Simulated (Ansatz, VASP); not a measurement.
**B3P4Ir in VASP and in Ansatz**

```
B P Ir
1.0
     4.75915    0.00000    0.00000
     0.00000    4.75915    0.00000
     0.00000    0.00000    4.75915
B P Ir
3 4 1
Cartesian
  0.0000 2.3796 2.3796
  2.3796 2.3796 0.0000
  2.3796 0.0000 2.3796
  1.2776 3.4815 3.4815
  3.4815 3.4815 1.2776
  3.4815 1.2776 3.4815
  1.2776 1.2776 1.2776
  0.0000 0.0000 0.0000
```

Change from the starting cell: species swapped into the Cu3AsS4 type (P-43m, No. 215).

Alike in both runs: functional PBE; k mesh 8 × 8 × 8; occupations gaussian, width 0.1 eV; no spin polarisation.

Ansatz relaxed the structure, and its values are those at the end. VASP's run is a single point on that final structure, the one shown.

```csv
,VASP,Ansatz
version,VASP 6.6.1,Ansatz 0.2.0
potentials or method,"VASP PAW PBE potentials, release 64 (B, P, Ir_sv_GW), cutoff 500 eV","scalar-relativistic, plane waves, PAW"
valence electrons in the cell,46,46
```

Ansatz gave:

| Property | Result |
| --- | --- |
| gap on the k mesh at the Fermi level (eV) | none |
| pressure (GPa) | 0.0 |

Question: What did VASP give for the same quantities?

Answer: gap on the k mesh at the Fermi level (eV): none; pressure (GPa): -0.6.

A gap of «none» marks a metal or a gap that the smearing closes.

Spin-orbit coupling is off throughout.
